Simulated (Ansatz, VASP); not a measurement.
# One calculation of GaN, two programs

```
Ga N
1.0
     0.00000    2.08722    2.08722
     2.08722    0.00000    2.08722
     2.08722    2.08722    0.00000
Ga N
1 1
Direct
  0.50000 0.50000 0.50000
  0.00000 0.00000 0.00000
```

Alike in both runs: task single point; functional r2SCAN; k mesh 8 × 8 × 8; no spin polarisation.

```csv
,VASP,Ansatz
version,VASP 6.6.1,Ansatz 0.2.0
potentials or method,"VASP PAW PBE potentials, release 64 (Ga_d, N_h)","plane waves, PAW"
plane-wave cutoff (eV),910,500
occupations,"gaussian, width 0.01 eV",fixed
valence electrons in the cell,18,18
```

VASP gave:

* gap on the k mesh at the Fermi level (eV): 1.38

**Question.** Which values does Ansatz return?

**Answer.** gap on the k mesh at the Fermi level (eV): 1.40.

VASP's potentials were made for PBE, not for r2SCAN.

Noted on VASP's run: the cutoff is short for stress, so the pressure is rough.
